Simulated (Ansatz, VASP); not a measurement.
**Two plane-wave programs on LiOs**

```
Li Os
1.0
     1.31644    0.76005    4.60224
    -1.31644    0.76005    4.60224
     0.00000   -1.52009    4.60224
Li Os
1 1
Cartesian
  0.0000 0.0000 0.0000
  0.0000 0.0000 6.9034
```

Alike in both runs: functional PBE; k mesh 9 × 9 × 9; occupations gaussian, width 0.1 eV; no spin polarisation.

Ansatz relaxed the structure, and its values are those at the end. VASP's run is a single point on that final structure, the one shown.

```csv
,VASP,Ansatz
version,VASP 6.6.1,Ansatz 0.2.0
potentials or method,"VASP PAW PBE potentials, release 64 (Li_sv, Os), cutoff 750 eV","scalar-relativistic, plane waves, PAW"
valence electrons in the cell,11,19
```

Ansatz gave:

```
gap on the k mesh at the Fermi level (eV) : none
pressure (GPa)                            : 0.0
```

Q: Which values does VASP return?

A: gap on the k mesh at the Fermi level (eV): none; pressure (GPa): -0.3.

A gap of «none» marks a metal or a gap that the smearing closes. VASP's potentials hold 11 valence electrons a cell and Ansatz's 19, so a difference there can come from the potentials and not from the codes.

Spin-orbit coupling is off throughout.
